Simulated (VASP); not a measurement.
Set up this calculation in VASP 6.6.1, as the native input.

```
Task                   : single point
Functional             : PBE
Potentials or basis    : VASP PAW PBE potentials, release 64 (P)
Cutoff                 : 500 eV
k mesh                 : 12 × 12 × 12
Occupations            : fermi-dirac, width 0.1 eV
Spin                   : no spin polarisation
Dipole correction      : no
Further INCAR settings : ALGO = Normal; EDIFF = 1e-06; NBANDS = 12
```

The structure of P lies in POSCAR:

```
P
1.0
    0.0000000000      2.0218808015      2.0218808015
    2.0218808015      0.0000000000      2.0218808015
    2.0218808015      2.0218808015      0.0000000000
P
2
Direct
   -0.1250000000     -0.1250000000     -0.1250000000
    0.1250000000      0.1250000000      0.1250000000
```

This isn't the form of P at room conditions, which is orthorhombic.

The input as run:

INCAR

```
ALGO = Normal
EDIFF = 1E-6
ENCUT = 500
GGA = PE
GGA_COMPAT = F
ISIF = 2
ISMEAR = -1
LASPH = T
LCHARG = T
LELF = T
LREAL = F
LVHAR = T
LWAVE = F
NBANDS = 12
NELM = 120
PREC = Accurate
SIGMA = 0.1
```

KPOINTS

```
k-points
0
Gamma
  12 12 12
```

Potentials or basis: VASP PAW PBE potentials, release 64 (P).

Run with:

```console
$ cat potpaw_PBE.64/P/POTCAR > POTCAR
$ mpirun -np 1 vasp_std > vasp.out
```

Results of the run:

* Pressure: 353.4 GPa
* Band gap on the k mesh: zero (bands 5 and 6 overlap by 5.77 eV)

Caveat: the cell stands under pressure.

It took 39 s on 1 thread of AMD EPYC 7R13, with other jobs on the host, peak memory 0.1 GiB.
